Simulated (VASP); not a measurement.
A run of VASP 6.6.1 is set up as follows.

INCAR

```
  PREC = Accurate
  ENCUT = 520
  EDIFF = 1E-6
  ISMEAR = 0
  SIGMA = 0.15
  LREAL = F
  LASPH = T
  NELM = 60
  ALGO = Fast
  ISIF = 2
  LWAVE = F
  LCHARG = F
  GGA = PE
  IVDW = 12
  NBANDS = 16
```

The input KPOINTS:

```
regular mesh
0
Gamma
  10 10 6
```

File POSCAR:

```
Rb
1.0
    2.1029070600     -4.3297492603      0.0000000000
    2.1029070600      4.3297492603      0.0000000000
    0.0000000000      0.0000000000      7.1581495820
Rb
2
Direct
    0.8359965595      0.1640034405      0.7500000000
    0.1640034405      0.8359965595      0.2500000000
```

Potentials or basis: VASP PAW PBE potentials, release 64 (Rb_sv).

The run is started by

```console
$ cat potpaw_PBE.64/Rb_sv/POTCAR > POTCAR
$ mpirun -np 1 vasp_std > vasp.out
```

(1) Estimate the pressure.

(2) Predict the largest force.

(3) Predict the band gap on the k mesh.

Results:

(1) 1.4 GPa.

(2) 0.071 eV/Å.

(3) zero (band 9 reaches 1.83 eV, above the bottom of band 10 at -0.57 eV).

Caveat: the cell differs from its parent crystal (normal strain along x -0.1500, normal strain along z -0.1100); pairwise dispersion overbinds metals, which lowers pressure and volume.
